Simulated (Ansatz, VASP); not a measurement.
**Al3Ni5 in VASP and in Ansatz**

INCAR

```
SYSTEM = Al3Ni5
  ALGO = Fast
  EDIFF = 1E-7
  ENCUT = 520
  GGA = PS
  ISIF = 2
  ISMEAR = 0
  LASPH = .TRUE.
  LCHARG = .TRUE.
  LELF = .TRUE.
  LREAL = .FALSE.
  LVHAR = .TRUE.
  LWAVE = .FALSE.
  NBANDS = 40
  NELM = 60
  PREC = Accurate
  SIGMA = 0.15
```

The input KPOINTS:

```
k-points
0
G
  8 8 10
  0 0 0
```

Contents of POSCAR:

```
Al3Ni5
1.0
    3.2933322760     -3.5258004052      0.0000000000
    3.2933322760      3.5258004052      0.0000000000
    0.0000000000      0.0000000000      3.7203545651
Al Ni
3 5
Direct
    0.5000000000      0.5000000000      0.0000000000
    0.7796888787      0.2203111213      0.5000000000
    0.2203111213      0.7796888787      0.5000000000
    0.0000000000      0.0000000000      0.0000000000
    0.0000000000      0.5000000000      0.0000000000
    0.5000000000      0.0000000000      0.0000000000
    0.2762373066      0.2762373066      0.5000000000
    0.7237626934      0.7237626934      0.5000000000
```

Input for Ansatz:

```yaml
crystal:
  lattice:
    - [3.293332276, -3.5258004052, 0.0]
    - [3.293332276, 3.5258004052, 0.0]
    - [0.0, 0.0, 3.7203545651]
  atoms:
    - { symbol: Al, position: [0.5, 0.5, 0.0] }
    - { symbol: Al, position: [0.7796888787, 0.2203111213, 0.5] }
    - { symbol: Al, position: [0.2203111213, 0.7796888787, 0.5] }
    - { symbol: Ni, position: [0.0, 0.0, 0.0] }
    - { symbol: Ni, position: [0.0, 0.5, 0.0] }
    - { symbol: Ni, position: [0.5, 0.0, 0.0] }
    - { symbol: Ni, position: [0.2762373066, 0.2762373066, 0.5] }
    - { symbol: Ni, position: [0.7237626934, 0.7237626934, 0.5] }
basis:
  ecutwfc: 420
kpoints:
  mp_grid: { grid: [8, 8, 10] }
hamiltonian:
  xc: pbesol
scf:
  occupations: { method: gaussian, width: 0.15 }
output:
  forces: true
  stress: true
  eigenvalues: true
```

Change from the starting cell: strain -0.0450 x Voigt [0, 1, 0, 0, 0, 0], atoms carried along.

Alike in both runs: task single point; functional PBEsol; k mesh 8 × 8 × 10; occupations gaussian, width 0.15 eV; no spin polarisation.

```csv
,VASP,Ansatz
version,VASP 6.6.1,Ansatz 0.2.0
potentials or method,"VASP PAW PBE potentials, release 64 (Al, Ni), cutoff 520 eV","scalar-relativistic, plane waves, PAW"
valence electrons in the cell,59,99
```

```csv
,VASP,Ansatz,Ansatz less VASP
gap on the k mesh at the Fermi level (eV),none,none,-
pressure (GPa),9.8,9.6,-0.16
"traceless stress, the component that is largest in VASP (GPa)",3.96,4.02,+0.059
rms of the force components (eV/Å),0.028,0.027,-0.0011
```

VASP's potentials were made for PBE, not for PBEsol. Atom by atom the forces differ by 0.004 eV/Å (rms over components). A gap of «none» marks a metal or a gap that the smearing closes. VASP's potentials hold 59 valence electrons a cell and Ansatz's 99, so a difference there can come from the potentials and not from the codes.
